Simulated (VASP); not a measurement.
Set up this calculation in VASP 6.6.1, as the native input.

- Task: relaxation of cell and atoms
- Functional: PBEsol
- Dispersion: D3(BJ)
- Potentials or basis: VASP PAW PBE potentials, release 64 (Cu, Al)
- Cutoff: 600 eV
- k mesh: 7 × 7 × 9
- Occupations: fermi-dirac, width 0.05 eV
- Spin: no spin polarisation
- Dipole correction: no
- Further INCAR settings: ALGO = Fast; EDIFF = 1e-07; IBRION = 2; EDIFFG = -0.01; NSW = 60; ISIF = 3

The structure of Al2Cu lies in POSCAR:

```
Al2Cu
1.0
    4.1051820000      0.0000000000      0.0000000000
    0.0000000000      4.1051820000      0.0000000000
    0.0000000000      0.0000000000      2.8913130000
Cu Al
1 2
Direct
    0.0000000000      0.0000000000      0.0000000000
    0.0000000000      0.5000000000      0.5000000000
    0.5000000000      0.0000000000      0.5000000000
```

One way to write it, as run:

INCAR

```
SYSTEM = Al2Cu
  PREC = Accurate
  ENCUT = 600
  EDIFF = 1E-7
  ISMEAR = -1
  SIGMA = 0.05
  LREAL = .FALSE.
  LASPH = .TRUE.
  NELM = 60
  ALGO = Fast
  ISIF = 3
  LWAVE = .FALSE.
  LCHARG = .FALSE.
  GGA = PS
  IVDW = 12
  IBRION = 2
  NSW = 60
  EDIFFG = -0.01
```

KPOINTS

```
Automatic mesh
0
G
  7 7 9
  0 0 0
```

Potentials or basis: VASP PAW PBE potentials, release 64 (Cu, Al).

Launch:

```console
$ cat potpaw_PBE.64/Cu/POTCAR potpaw_PBE.64/Al/POTCAR > POTCAR
$ mpirun -np 1 vasp_std > vasp.out
```

It gave:

The relaxed volume is 15.33 Å³/atom and the relaxed cell is a = 4.039 Å, b = 4.039 Å, c = 2.819 Å, α = 90.00°, β = 90.00°, γ = 90.00°. The space group after relaxing (to 0.05 Å) is P4/mmm (No. 123) and the energy gained by relaxing is 17.4 meV/atom. The ionic steps are 6. The pressure after relaxing is -0.1 GPa and the dispersion energy per atom is -0.361 eV.

Caveat: the PAW data sets were made with another functional, which shifts forces and pressure a little; pairwise dispersion overbinds metals, which lowers pressure and volume.

It took 2.8 min on 1 thread of Intel(R) Xeon(R) Platinum 8175M CPU @ 2.50GHz (Skylake/Cascade Lake), on a shared host, peak memory 0.21 GiB.
